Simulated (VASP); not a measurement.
# PbF2 (Fm-3m) in VASP: notebook, part 2 of 2

VASP 6.6.1.

## Step 3: Relaxation of cell and atoms, PBE

This run uses another cell than the first one, of 17.46 Å³/atom.

The input, INCAR:

```
SYSTEM = PbF2
ALGO = Normal ; EDIFF = 1E-6
EDIFFG = -0.005 ; ENCUT = 600
GGA = PE ; IBRION = 2
ISIF = 3 ; ISMEAR = 0
LASPH = .TRUE. ; LCHARG = .FALSE.
LREAL = .FALSE. ; LWAVE = .FALSE.
NELM = 60 ; NSW = 100
PREC = Accurate ; SIGMA = 0.02
```

The input, KPOINTS:

```
k-points
0
G
  8 8 8
  0 0 0
```

The input, POSCAR:

```
PbF2
1.0
    0.0000000000      2.9698479669      2.9698479669
    2.9698479669      0.0000000000      2.9698479669
    2.9698479669      2.9698479669      0.0000000000
Pb F
1 2
Direct
    0.0000000000      0.0000000000      0.0000000000
    0.2500000000      0.2500000000      0.2500000000
    0.7500000000      0.7500000000      0.7500000000
```

Potentials or basis: VASP PAW PBE potentials, release 64 (Pb_d, F).

On the command line:

```
> cat potpaw_PBE.64/Pb_d/POTCAR potpaw_PBE.64/F/POTCAR > POTCAR
> mpirun -np 1 vasp_std > vasp.out
```

OUTCAR:

```text
SYSTEM = PbF2
   EDIFF = 1E-6
   EDIFFG = -0.005
   ENCUT = 600
   GGA = PE
   IBRION = 2
   ISIF = 3
   ISMEAR = 0
   LASPH = .TRUE.
   LREAL = .FALSE.
   NELM = 60
   NSW = 100
   PREC = Accurate

 ion  position               nearest neighbor table
   1  0.000  0.000  0.000-   2 2.57   3 2.57   3 2.57   3 2.57   3 2.57   2 2.57   2 2.57   2 2.57

   2  0.250  0.250  0.250-   1 2.57   1 2.57   1 2.57   1 2.57
   3  0.750  0.750  0.750-   1 2.57   1 2.57   1 2.57   1 2.57

  LATTYP: Found a face centered cubic cell.
 ALAT       =     5.9396959338

  Lattice vectors:

 A1 = (   0.0000000000,   2.9698479669,   2.9698479669)
 A2 = (   2.9698479669,   0.0000000000,   2.9698479669)
 A3 = (   2.9698479669,   2.9698479669,   0.0000000000)

Analysis of symmetry for initial positions (statically):
=====================================================================
 Subroutine PRICEL returns:
 Original cell was already a primitive cell.

 Routine SETGRP: Setting up the symmetry group for a
 face centered cubic supercell.

 Subroutine GETGRP returns: Found 48 space group operations
 (whereof 48 operations were pure point group operations)
 out of a pool of 48 trial point group operations.

The static configuration has the point symmetry O_h .

Analysis of symmetry for dynamics (positions and initial velocities):
=====================================================================
 Subroutine PRICEL returns:
 Original cell was already a primitive cell.

 Routine SETGRP: Setting up the symmetry group for a
 face centered cubic supercell.

 Subroutine GETGRP returns: Found 48 space group operations
 (whereof 48 operations were pure point group operations)
 out of a pool of 48 trial point group operations.

The dynamic configuration has the point symmetry O_h .

 Subroutine INISYM returns: Found 48 space group operations
 (whereof 48 operations are pure point group operations),
 and found     1 'primitive' translations

----------------------------------------------------------------------------------------

                                     Primitive cell

  volume of cell :      52.3881

  direct lattice vectors                    reciprocal lattice vectors
     0.000000000  2.969847967  2.969847967    -0.168358787  0.168358787  0.168358787
     2.969847967  0.000000000  2.969847967     0.168358787 -0.168358787  0.168358787
     2.969847967  2.969847967  0.000000000     0.168358787  0.168358787 -0.168358787

  length of vectors
     4.199999273  4.199999273  4.199999273     0.291605972  0.291605972  0.291605972

  position of ions in fractional coordinates (direct lattice)
     0.000000000  0.000000000  0.000000000
     0.250000000  0.250000000  0.250000000
     0.750000000  0.750000000  0.750000000

  ion indices of the primitive-cell ions
   primitive index   ion index
                 1           1
                 2           2
                 3           3

----------------------------------------------------------------------------------------

 KPOINTS: k-points
[... 47 lines left out ...]
  0.500000  0.250000  0.125000     48.000000
 -0.375000  0.250000  0.125000     24.000000
 [... further k-points ...]
   k-points           NKPTS =     29   k-points in BZ     NKDIM =     29   number of bands    NBANDS=     18
   number of dos      NEDOS =    301   number of ions     NIONS =      3
   total plane-waves  NPLWV =  46656
   dimension x,y,z NGX =    36 NGY =   36 NGZ =   36
   dimension x,y,z NGXF=    72 NGYF=   72 NGZF=   72
   ions per type =               1   2
   NGX,Y,Z   is equivalent  to a cutoff of  14.25, 14.25, 14.25 a.u.
   NGXF,Y,Z  is equivalent  to a cutoff of  28.50, 28.50, 28.50 a.u.
 SYSTEM =  PbF2
   PREC   = accura    normal or accurate (medium, high low for compatibility)
   ISTART =      0    job   : 0-new  1-cont  2-samecut
   ICHARG =      2    charge: 1-file 2-atom 10-const
   ISPIN  =      1    spin polarized calculation?
   LNONCOLLINEAR =      F non collinear calculations
   LSORBIT =      F    spin-orbit coupling
   LASPH  =      T    aspherical Exc in radial PAW
   ENCUT  =  600.0 eV  44.10 Ry    6.64 a.u.   8.39  8.39  8.39*2*pi/ulx,y,z
   NELM   =     60;   NELMIN=  2; NELMDL= -5     # of ELM steps
   EDIFF  = 0.1E-05   stopping-criterion for ELM
   LREAL  =      F    real-space projection
   EDIFFG = -.5E-02   stopping-criterion for IOM
   NSW    =    100    number of steps for IOM
   IBRION =      2    ionic relax: 0-MD 1-quasi-New 2-CG
   NFREE  =      1    steps in history (QN), initial steepest desc. (CG)
   ISIF   =      3    stress and relaxation
   ISYM   =      2    0-nonsym 1-usesym 2-fastsym
   POTIM  = 0.5000    time-step for ionic-motion
   TEBEG  =    0.0;   TEEND  =   0.0 temperature during run
   PSTRESS=    0.0 pullay stress
   NELECT =      28.0000    total number of electrons
   NUPDOWN=      -1.0000    fix difference up-down
   EMIN   =  10.00;   EMAX   =-10.00  energy-range for DOS
   EFERMI =   0.00;   METHOD = LEGACY
   ISMEAR =     0;   SIGMA  =   0.02  broadening in eV -4-tet -1-fermi 0-gaus
   EFERMI_NEDOS =   21; number of points for ismear=-14 and -15
   IALGO  =     38    algorithm
   IMIX   =      4    mixing-type and parameters
     AMIX     =   0.40;   BMIX     =  1.00
     AMIX_MAG =   1.60;   BMIX_MAG =  1.00
  volume/ion in A,a.u.               =      17.46       117.84
  Fermi-wavevector in a.u.,A,eV,Ry     =   1.328566  2.510627 24.015492  1.765089
  Thomas-Fermi vector in A             =   2.457794
   LORBIT       =      0    0 simple, 1 ext, 2 COOP (PROOUT), +10 PAW based schemes
   GGA     = PE    functional components
   LHFCALC =     F    Hartree Fock is set to
   AEXX    =    0.0000 exact exchange contribution
   IVDW    =     0    specifies the selected vdW correction
   LEPSILON=     F    determine dielectric tensor
   LRPA    =     F    only Hartree local field effects (RPA)
 conjugate gradient relaxation of ions
 non-spin polarized calculation
 Gauss-broadening in eV      SIGMA  =   0.02
  energy-cutoff  :      600.00
  volume of cell :       52.39
 maximum number of plane-waves:      1807
 NGX is ok and might be reduce to    36
   NGX = 17   NGY = 17   NGZ = 17

--------------------------------------- Ionic step        1  -------------------------------------------

 number of electron      28.0000006 magnetization

 Free energy of the ion-electron system (eV)
  ---------------------------------------------------
  ext. energy  EPLUGINS =         0.00000000
  ---------------------------------------------------
  free energy    TOTEN  =       -14.34259034 eV

  energy without entropy =      -14.34259034  energy(sigma->0) =      -14.34259034

------------------------ aborting loop because EDIFF is reached ----------------------------------------

  FORCE on cell =-STRESS in cart. coord.  units (eV):
  Direction    XX          YY          ZZ          XY          YZ          ZX
  --------------------------------------------------------------------------------------
  -------------------------------------------------------------------------------------
  Total        0.6389093      0.6389093      0.6389093      0.0000000      0.0000000     -0.0000000
  in kB       19.5396657     19.5396657     19.5396657      0.0000000      0.0000000     -0.0000000
  external PRESSURE =      19.5396657 kB  Pullay stress =       0.0000000 kB
[... 61 lines left out ...]
--------------------------------------- Ionic step        3  -------------------------------------------

 number of electron      27.9999999 magnetization

 Free energy of the ion-electron system (eV)
  ---------------------------------------------------
  ext. energy  EPLUGINS =         0.00000000
  ---------------------------------------------------
  free energy    TOTEN  =       -14.35120414 eV

  energy without entropy =      -14.35120414  energy(sigma->0) =      -14.35120414

 E-fermi :   1.6560     XC(G=0):  -9.2399

 val. band max:        1.4828681237   @ k =  -0.2500   0.5000   0.2500
 cond. band min:       5.9024180935   @ k =   0.5000   0.5000   0.0000
 fundamental gap:      4.4195499697
 Fermi energy:         1.6560492335

 k-point     1 :       0.0000    0.0000    0.0000
  band No.  band energies     occupation
      1     -19.3471      2.00000
      2     -18.7848      2.00000
      3     -12.9201      2.00000
      4     -12.9201      2.00000
      5     -12.9201      2.00000
      6     -12.8769      2.00000
[... 481 lines left out ...]
      5     -12.8532      2.00000
      6     -12.8251      2.00000
[... 10 lines left out ...]
     17       9.1099      0.00000
     18      12.4335      0.00000

 [... further k-points ...]

------------------------ aborting loop because EDIFF is reached ----------------------------------------

  FORCE on cell =-STRESS in cart. coord.  units (eV):
  Direction    XX          YY          ZZ          XY          YZ          ZX
  --------------------------------------------------------------------------------------
  -------------------------------------------------------------------------------------
  Total        0.0032970      0.0032970      0.0032970      0.0000000     -0.0000000      0.0000000
  in kB        0.0981150      0.0981150      0.0981150      0.0000000     -0.0000000      0.0000000
  external PRESSURE =       0.0981150 kB  Pullay stress =       0.0000000 kB
[... 18 lines left out ...]
  FREE ENERGIE OF THE ION-ELECTRON SYSTEM (eV)
  ---------------------------------------------------
  free  energy   TOTEN  =       -14.3512041427 eV

  energy  without entropy=      -14.3512041427  energy(sigma->0) =      -14.35120414

 reached required accuracy - stopping structural energy minimisation
```

OSZICAR:

```text
N       E                     dE             d eps       ncg     rms          rms(c)
DAV:   1     0.328415909149E+03    0.32842E+03   -0.16462E+04  1044   0.198E+03
DAV:   2     0.134222410587E+02   -0.31499E+03   -0.30336E+03  1222   0.486E+02
[... 23 lines left out ...]
DAV:   1    -0.143549915005E+02   -0.39095E-02   -0.98628E-02  1320   0.457E+00    0.444E-01
DAV:   2    -0.143515474776E+02    0.34440E-02   -0.16741E-02  1104   0.132E+00    0.931E-02
DAV:   3    -0.143512446432E+02    0.30283E-03   -0.91740E-04  1330   0.478E-01    0.416E-02
DAV:   4    -0.143512006990E+02    0.43944E-04   -0.27231E-04  1212   0.249E-01    0.141E-02
DAV:   5    -0.143512062122E+02   -0.55132E-05   -0.39041E-05  1110   0.791E-02    0.912E-03
DAV:   6    -0.143512041782E+02    0.20340E-05   -0.10774E-05  1260   0.432E-02    0.162E-03
DAV:   7    -0.143512041427E+02    0.35521E-07   -0.54562E-07   536   0.745E-03
   3 F= -.14351204E+02 E0= -.14351204E+02  d E =-.861380E-02
```

Run time: 92 s. Hardware: 1 thread of Intel Xeon Platinum 8259CL at 2.50GHz (Skylake/Cascade Lake), shared host; peak memory 0.22 GiB.

What came out:

```
Free energy                           : -14.3512 eV
Relaxed volume                        : 17.95 Å³/atom
Relaxed cell                          : a = 4.238 Å, b = 4.238 Å, c = 4.238 Å, α = 60.00°, β = 60.00°, γ = 60.00°
Space group after relaxing (to 0.1 Å) : Fm-3m (No. 225)
Energy gained by relaxing             : 2.9 meV/atom
Ionic steps                           : 3
Pressure after relaxing               : 0.0 GPa
Band gap on the k mesh                : 4.42 eV (least direct gap 4.56 eV)
```

Step by step:
```
step  energy change (eV)  largest force (eV/Å)  pressure (GPa)  volume (Å³)
   1              0.0000                0.0000            1.95        52.39
   2             -0.0085                0.0000           -0.22        54.02
   3             -0.0086                0.0000            0.01        53.84
```

Final structure:
```xyz
3
Lattice="0.0000 2.9970 2.9970 2.9970 0.0000 2.9970 2.9970 2.9970 0.0000" Properties=species:S:1:pos:R:3 pbc="T T T"
Pb    0.0000    0.0000    0.0000
F     1.4985    1.4985    1.4985
F     4.4955    4.4955    4.4955
```

Caveat: spin-orbit coupling is left out, which moves the levels of the heavy elements. A k mesh can miss the band edges.
